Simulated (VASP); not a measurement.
# Cr (P6_3/mmc) in VASP: a series of runs

Runs on Cr. Level: PBE. Tasks: single point, relaxation of cell and atoms.

All numbers are computed with VASP 6.6.1; they aren't measurements. Logs are shortened: lines on timing, memory, paths and dates and some standing lists are left out, and cuts for length are marked.

### Step 1. The cell of the first run

The structure is hexagonal, space group P6_3/mmc (No. 194). Conventional cell: a = 2.486 Å, b = 2.486 Å, c = 4.445 Å, α = 90.00°, β = 90.00°, γ = 120.00°. Within 3.3 Å of Cr (site symmetry -6m2) lie 12 Cr at 2.49 to 2.65 Å.

This isn't the form of Cr at room conditions, which is bcc.

### Step 2. Single point, PBE, collinear spin, ferromagnetic start

Contents of INCAR:

```
SYSTEM = Cr
ALGO = Normal
EDIFF = 1E-7
ENCUT = 520
GGA = PE
ISIF = 2
ISMEAR = 1
ISPIN = 2
LASPH = .TRUE.
LCHARG = .FALSE.
LMAXMIX = 4
LORBIT = 11
LREAL = .FALSE.
LWAVE = .FALSE.
MAGMOM = 3 3
NBANDS = 23
NELM = 150
PREC = Accurate
SIGMA = 0.1
```

Contents of KPOINTS:

```
k-points
0
G
  9 9 5
  0 0 0
```

Contents of POSCAR:

```
Cr
1.0
    2.4857266066      0.0000000000      0.0000000000
   -1.2428633033      2.1527023882      0.0000000000
    0.0000000000      0.0000000000      4.4446984393
Cr
2
Direct
    0.3333333333      0.6666666667      0.2500000000
    0.6666666667      0.3333333333      0.7500000000
```

Potentials or basis: VASP PAW PBE potentials, release 64 (Cr_pv).

Command:

```sh
$ cat potpaw_PBE.64/Cr_pv/POTCAR > POTCAR
$ mpirun -np 1 vasp_std > vasp.out
```

OUTCAR:

```text
SYSTEM = Cr
   EDIFF = 1E-7
   ENCUT = 520
   GGA = PE
   ISIF = 2
   ISMEAR = 1
   ISPIN = 2
   LASPH = .TRUE.
   LORBIT = 11
   LREAL = .FALSE.
   NELM = 150
   PREC = Accurate

 ion  position               nearest neighbor table
   1  0.333  0.667  0.250-   2 2.65   2 2.65   2 2.65   2 2.65   2 2.65   2 2.65
   2  0.667  0.333  0.750-   1 2.65   1 2.65   1 2.65   1 2.65   1 2.65   1 2.65

  LATTYP: Found a hexagonal cell.
 ALAT       =     2.4857266066
 C/A-ratio  =     1.7880882103

  Lattice vectors:

 A1 = (   2.4857266066,   0.0000000000,   0.0000000000)
 A2 = (  -1.2428633033,   2.1527023882,   0.0000000000)
 A3 = (   0.0000000000,   0.0000000000,   4.4446984393)

Analysis of symmetry for initial positions (statically):
=====================================================================
 Subroutine PRICEL returns:
 Original cell was already a primitive cell.

 Routine SETGRP: Setting up the symmetry group for a
 hexagonal supercell.

 Subroutine GETGRP returns: Found 24 space group operations
 (whereof 12 operations were pure point group operations)
 out of a pool of 24 trial point group operations.

The static configuration has the point symmetry D_3d.
 The point group associated with its full space group is D_6h.

Analysis of symmetry for dynamics (positions and initial velocities):
=====================================================================
 Subroutine PRICEL returns:
 Original cell was already a primitive cell.

 Routine SETGRP: Setting up the symmetry group for a
 hexagonal supercell.

 Subroutine GETGRP returns: Found 24 space group operations
 (whereof 12 operations were pure point group operations)
 out of a pool of 24 trial point group operations.

The dynamic configuration has the point symmetry D_3d.
 The point group associated with its full space group is D_6h.

Analysis of structural, dynamic, and magnetic symmetry:
=====================================================================
 Subroutine PRICEL returns:
 Original cell was already a primitive cell.

 Routine SETGRP: Setting up the symmetry group for a
 hexagonal supercell.

 Subroutine GETGRP returns: Found 24 space group operations
 (whereof 12 operations were pure point group operations)
 out of a pool of 24 trial point group operations.

The overall configuration has the point symmetry D_3d.
 The point group associated with its full space group is D_6h.

 Subroutine INISYM returns: Found 24 space group operations
 (whereof 12 operations are pure point group operations),
 and found     1 'primitive' translations

----------------------------------------------------------------------------------------

                                     Primitive cell

  volume of cell :      23.7837

  direct lattice vectors                    reciprocal lattice vectors
     2.485726607  0.000000000  0.000000000     0.402296857  0.232266198  0.000000000
    -1.242863303  2.152702388  0.000000000     0.000000000  0.464532397  0.000000000
     0.000000000  0.000000000  4.444698439     0.000000000  0.000000000  0.224987142

  length of vectors
     2.485726607  2.485726607  4.444698439     0.464532397  0.464532397  0.224987142

  position of ions in fractional coordinates (direct lattice)
     0.333333333  0.666666667  0.250000000
     0.666666667  0.333333333  0.750000000

  ion indices of the primitive-cell ions
   primitive index   ion index
                 1           1
                 2           2

----------------------------------------------------------------------------------------

 KPOINTS: k-points

Automatic generation of k-mesh.
 Grid dimensions read from file:
 generate k-points for:    9    9    5

 Generating k-lattice:

  Cartesian coordinates                     Fractional coordinates (reciprocal lattice)
     0.044699651  0.025807355  0.000000000     0.111111111 -0.000000000  0.000000000
     0.000000000  0.051614711  0.000000000     0.000000000  0.111111111  0.000000000
     0.000000000  0.000000000  0.044997428     0.000000000  0.000000000  0.200000000

  Length of vectors
     0.051614711  0.051614711  0.044997428

  Shift w.r.t. Gamma in fractional coordinates (k-lattice)
     0.000000000  0.000000000  0.000000000

 Subroutine IBZKPT returns following result:
 ===========================================

 Found     36 irreducible k-points:

 Following reciprocal coordinates:
            Coordinates               Weight
  0.000000  0.000000  0.000000      1.000000
  0.111111  0.000000  0.000000      6.000000
  0.222222  0.000000  0.000000      6.000000
  0.333333  0.000000  0.000000      6.000000
  0.444444  0.000000  0.000000      6.000000
  0.111111  0.111111  0.000000      6.000000
[... 16 lines left out ...]
  0.333333  0.222222  0.200000     24.000000
  0.333333  0.333333  0.200000      4.000000
 [... further k-points ...]
   k-points           NKPTS =     36   k-points in BZ     NKDIM =     36   number of bands    NBANDS=     23
   number of dos      NEDOS =    301   number of ions     NIONS =      2
   total plane-waves  NPLWV =  11664
   dimension x,y,z NGX =    18 NGY =   18 NGZ =   36
   dimension x,y,z NGXF=    36 NGYF=   36 NGZF=   72
   ions per type =               2
   NGX,Y,Z   is equivalent  to a cutoff of  12.04, 12.04, 13.47 a.u.
   NGXF,Y,Z  is equivalent  to a cutoff of  24.08, 24.08, 26.93 a.u.
 SYSTEM =  Cr
   PREC   = accura    normal or accurate (medium, high low for compatibility)
   ISTART =      0    job   : 0-new  1-cont  2-samecut
   ICHARG =      2    charge: 1-file 2-atom 10-const
   ISPIN  =      2    spin polarized calculation?
   LNONCOLLINEAR =      F non collinear calculations
   LSORBIT =      F    spin-orbit coupling
   LASPH  =      T    aspherical Exc in radial PAW
   ENCUT  =  520.0 eV  38.22 Ry    6.18 a.u.   4.62  4.62  8.26*2*pi/ulx,y,z
   NELM   =    150;   NELMIN=  2; NELMDL= -5     # of ELM steps
   EDIFF  = 0.1E-06   stopping-criterion for ELM
   LREAL  =      F    real-space projection
   EDIFFG = 0.1E-05   stopping-criterion for IOM
   NSW    =      0    number of steps for IOM
   IBRION =     -1    ionic relax: 0-MD 1-quasi-New 2-CG
   NFREE  =      0    steps in history (QN), initial steepest desc. (CG)
   ISIF   =      2    stress and relaxation
   ISYM   =      2    0-nonsym 1-usesym 2-fastsym
   POTIM  = 0.5000    time-step for ionic-motion
   TEBEG  =    0.0;   TEEND  =   0.0 temperature during run
   PSTRESS=    0.0 pullay stress
   NELECT =      24.0000    total number of electrons
   NUPDOWN=      -1.0000    fix difference up-down
   EMIN   =  10.00;   EMAX   =-10.00  energy-range for DOS
   EFERMI =   0.00;   METHOD = LEGACY
   ISMEAR =     1;   SIGMA  =   0.10  broadening in eV -4-tet -1-fermi 0-gaus
   EFERMI_NEDOS =   21; number of points for ismear=-14 and -15
   IALGO  =     38    algorithm
   IMIX   =      4    mixing-type and parameters
     AMIX     =   0.40;   BMIX     =  1.00
     AMIX_MAG =   1.60;   BMIX_MAG =  1.00
  volume/ion in A,a.u.               =      11.89        80.25
  Fermi-wavevector in a.u.,A,eV,Ry     =   1.642046  3.103017 36.685601  2.696316
  Thomas-Fermi vector in A             =   2.732414
   LORBIT       =     11    0 simple, 1 ext, 2 COOP (PROOUT), +10 PAW based schemes
   GGA     = PE    functional components
   LHFCALC =     F    Hartree Fock is set to
   AEXX    =    0.0000 exact exchange contribution
   IVDW    =     0    specifies the selected vdW correction
   LEPSILON=     F    determine dielectric tensor
   LRPA    =     F    only Hartree local field effects (RPA)
 spin polarized calculation
 Methfessel and Paxton  Order N= 1 SIGMA  =   0.10
  energy-cutoff  :      520.00
  volume of cell :       23.78
 maximum number of plane-waves:       665
   NGX =  9   NGY =  9   NGZ = 17

 number of electron      23.9999996 magnetization      -0.0053520

 number of electron      23.9999996 magnetization       0.0000825

 Free energy of the ion-electron system (eV)
  ---------------------------------------------------
  ext. energy  EPLUGINS =         0.00000000
  ---------------------------------------------------
  free energy    TOTEN  =       -18.22445241 eV

  energy without entropy =      -18.22768226  energy(sigma->0) =      -18.22552903

 E-fermi :  10.4438     XC(G=0): -13.4810

 val. band max:       10.4371894491   @ k =   0.1111   0.0000   0.4000
 cond. band min:      10.4816408105   @ k =   0.4444   0.0000   0.2000
 fundamental gap:      0.0444513614
 Fermi energy:        10.4438499506

 spin component 1

 k-point     1 :       0.0000    0.0000    0.0000
  band No.  band energies     occupation
      1     -32.8540      1.00000
      2     -32.1850      1.00000
      3     -32.0052      1.00000
      4     -32.0052      1.00000
      5     -31.9411      1.00000
      6     -31.9411      1.00000
[... 15 lines left out ...]
     22      30.3860      0.00000
     23      30.5645      0.00000
[... 575 lines left out ...]
      1     -32.6217      1.00000
      2     -32.6006      1.00000
      3     -32.6006      1.00000
      4     -32.4851      1.00000
      5     -32.3296      1.00000
      6     -32.3296      1.00000
[... 15 lines left out ...]
     22      22.7378      0.00000
     23      23.4845      0.00000

 [... further k-points ...]

 spin component 2

 k-point     1 :       0.0000    0.0000    0.0000
  band No.  band energies     occupation
      1     -32.8540      1.00000
      2     -32.1849      1.00000
      3     -32.0051      1.00000
      4     -32.0051      1.00000
      5     -31.9410      1.00000
      6     -31.9410      1.00000
[... 15 lines left out ...]
     22      30.3861      0.00000
     23      30.5645      0.00000
[... 575 lines left out ...]
      1     -32.6217      1.00000
      2     -32.6005      1.00000
      3     -32.6005      1.00000
      4     -32.4850      1.00000
      5     -32.3295      1.00000
      6     -32.3295      1.00000
[... 15 lines left out ...]
     22      22.7378      0.00000
     23      23.4845      0.00000

 [... further k-points ...]

------------------------ aborting loop because EDIFF is reached ----------------------------------------

  FORCE on cell =-STRESS in cart. coord.  units (eV):
  Direction    XX          YY          ZZ          XY          YZ          ZX
  --------------------------------------------------------------------------------------
  -------------------------------------------------------------------------------------
  Total       -0.0611773     -0.0611773     -0.0708708      0.0000000      0.0000000     -0.0000000
  in kB       -4.1211765     -4.1211765     -4.7741761      0.0000000      0.0000000     -0.0000000
  external PRESSURE =      -4.3388430 kB  Pullay stress =       0.0000000 kB

 VOLUME and BASIS-vectors are now :
 -----------------------------------------------------------------------------
  energy-cutoff  :      520.00
  volume of cell :       23.78
      direct lattice vectors                 reciprocal lattice vectors
     2.485726607  0.000000000  0.000000000     0.402296857  0.232266198  0.000000000
    -1.242863303  2.152702388  0.000000000     0.000000000  0.464532397  0.000000000
     0.000000000  0.000000000  4.444698439     0.000000000  0.000000000  0.224987142

 POSITION                                       TOTAL-FORCE (eV/Angst)
 -----------------------------------------------------------------------------------
     -0.00000      1.43513      1.11117         0.000000      0.000000      0.000000
      1.24286      0.71757      3.33352        -0.000000      0.000000      0.000000
 -----------------------------------------------------------------------------------
    total drift:                               -0.000000      0.000000     -0.000000

  FREE ENERGIE OF THE ION-ELECTRON SYSTEM (eV)
  ---------------------------------------------------
  free  energy   TOTEN  =       -18.2244524071 eV

  energy  without entropy=      -18.2276822635  energy(sigma->0) =      -18.22552903

 total charge

# of ion       s       p       d       tot
------------------------------------------
    1        0.441   6.368   4.218  11.027
    2        0.441   6.368   4.218  11.027
--------------------------------------------------
tot          0.883  12.737   8.435  22.055

 magnetization (x)

# of ion       s       p       d       tot
------------------------------------------
    1        0.000   0.000   0.000   0.000
    2        0.000   0.000   0.000   0.000
--------------------------------------------------
tot          0.000   0.000   0.000   0.000
```

Run time: 68 s. Hardware: 1 thread of Intel Xeon 8259CL, shared host; peak memory 0.16 GiB.

What came out:

- Free energy: -18.2245 eV
- Pressure: -0.4 GPa
- Band gap on the k mesh: zero (filled and empty bands overlap)
- Net moment: 0.00 μB per cell
- Valence electrons inside the program's atomic spheres: Cr 11.03

Caveat: an empty level that is flat over the whole mesh can mark a ghost state of the potentials, or a narrow d or f band.

[end of part 1 of 2]
